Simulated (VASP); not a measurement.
Set up this calculation in VASP 6.6.1, as the native input.

- Task: single point
- Functional: PBEsol
- Potentials or basis: VASP PAW PBE potentials, release 64 (Ba_sv, H)
- Cutoff: 520 eV
- k mesh: 4 × 7 × 4
- Occupations: fermi-dirac, width 0.05 eV
- Spin: no spin polarisation
- Dipole correction: no
- Further INCAR settings: ALGO = Normal; EDIFF = 1e-06; NBANDS = 36

The structure of BaH2 lies in POSCAR:

```
BaH2
1.0
    6.6416402258      0.0000000000      0.0000000000
    0.0000000000      4.1113700043      0.0000000000
    0.0000000000      0.0000000000      7.7078707505
Ba H
4 8
Direct
    0.7394711340      0.7500000000      0.1112299231
    0.7605288660      0.2500000000      0.6112299231
    0.2394711340      0.7500000000      0.3887700769
    0.2605288660      0.2500000000      0.8887700769
    0.3515414967      0.7500000000      0.0719988312
    0.1484585033      0.2500000000      0.5719988312
    0.8515414967      0.7500000000      0.4280011688
    0.6484585033      0.2500000000      0.9280011688
    0.9728887212      0.7500000000      0.8123697089
    0.5271112788      0.2500000000      0.3123697089
    0.4728887212      0.7500000000      0.6876302911
    0.0271112788      0.2500000000      0.1876302911
```

These files were run (other wordings do the same):

INCAR

```
SYSTEM = BaH2
ALGO = Normal ; EDIFF = 1E-6
ENCUT = 520 ; GGA = PS
ISIF = 2 ; ISMEAR = -1
LASPH = .TRUE. ; LCHARG = .FALSE.
LREAL = .FALSE. ; LWAVE = .FALSE.
NBANDS = 36 ; NELM = 100
PREC = Accurate ; SIGMA = 0.05
```

KPOINTS

```
k-points
0
G
  4 7 4
  0 0 0
```

Potentials or basis: VASP PAW PBE potentials, release 64 (Ba_sv, H).

Command:

```console
$ cat potpaw_PBE.64/Ba_sv/POTCAR potpaw_PBE.64/H/POTCAR > POTCAR
$ mpirun -np 1 vasp_std > vasp.out
```

It gave:

- Pressure: 0.5 GPa
- Largest force: 0.019 eV/Å
- Band gap on the k mesh: 2.57 eV (least direct gap 3.17 eV)

Caveat: the PAW data sets were made with another functional, which shifts forces and pressure a little; spin-orbit coupling is left out, which moves the levels of the heavy elements; an odd mesh through Γ misses points on the zone boundary, where band edges can lie.

Run time: 5.2 min on 1 thread of Oxide Virtual Turin-like Processor (shared host), peak memory 0.38 GiB.
